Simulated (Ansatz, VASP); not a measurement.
One calculation of AlN, two programs

```
Al N
1.0
     3.48577    0.00000    0.00000
    -1.74288    3.01877    0.00000
     0.00000    0.00000    4.15586
Al N
2 2
Cartesian
  0.0000 2.0125 3.1169
  1.7429 1.0063 1.0390
  0.0000 2.0125 1.0390
  1.7429 1.0063 3.1169
```

Alike in both runs: task single point; functional PBEsol; k mesh 9 × 9 × 6; occupations gaussian, width 0.02 eV; no spin polarisation.

```csv
,VASP,Ansatz
version,VASP 6.6.1,Ansatz 0.2.0
potentials or method,"VASP PAW PBE potentials, release 64 (Al, N), cutoff 520 eV","scalar-relativistic, plane waves, PAW"
valence electrons in the cell,16,16
```

```tsv
	VASP	Ansatz	Ansatz less VASP
gap on the k mesh at the Fermi level (eV)	2.71	2.70	-0.010
least direct gap on the mesh (eV)	2.71	2.70	-0.010
pressure (GPa)	-19.6	-19.5	+0.10
traceless stress, the component that is largest in VASP (GPa)	5.21	5.17	-0.031
```

VASP's potentials were made for PBE, not for PBEsol.
